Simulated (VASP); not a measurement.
Here is a VASP 6.6.1 calculation.

The input INCAR:

```
PREC = Accurate ; ENCUT = 600
EDIFF = 1E-7 ; ISMEAR = 0
SIGMA = 0.1 ; LREAL = F
LASPH = T ; NELM = 100
ALGO = Normal ; ISIF = 3
LWAVE = F ; LCHARG = F
GGA = PS ; IBRION = 2
NSW = 90 ; EDIFFG = -0.04
```

The input KPOINTS:

```
regular mesh
0
Gamma
  6 6 4
```

Contents of POSCAR:

```
Os
1.0
    2.5527705329     -1.6871860380      0.0000000000
    2.5527705329      1.6871860380      0.0000000000
    0.0000000000      0.0000000000      6.8824523259
Os
4
Direct
    0.8500000000      0.1500000000      0.1170000000
    0.6500000000      0.3500000000      0.6170000000
    0.1500000000      0.8500000000      0.8830000000
    0.3500000000      0.6500000000      0.3830000000
```

Potentials or basis: VASP PAW PBE potentials, release 64 (Os).

Run with:

```bash
$ cat potpaw_PBE.64/Os/POTCAR > POTCAR
$ mpirun -np 1 vasp_std > vasp.out
```

Estimate the relaxed volume.

13.97 Å³/atom.

Estimate the relaxed cell.

a = 2.714 Å, b = 2.714 Å, c = 7.590 Å, α = 90.00°, β = 90.00°, γ = 89.98°.

Estimate the space group after relaxing (to 0.1 Å).

Fm-3m (No. 225).

Final structure:
```
CELL_PARAMETERS angstrom
1.91910 -1.91841 0.00000
1.91910 1.91841 0.00000
0.00000 0.00000 7.58977
ATOMIC_POSITIONS crystal
Os 0.74990 0.25010 0.12497
Os 0.75010 0.24990 0.62497
Os 0.25010 0.74990 0.87503
Os 0.24990 0.75010 0.37503
```

Caveat: the k points lie up to 0.39 Å⁻¹ apart in the final cell; the highest band is partly filled, so the run has too few bands; the PAW data sets were made with another functional, which shifts forces and pressure a little.
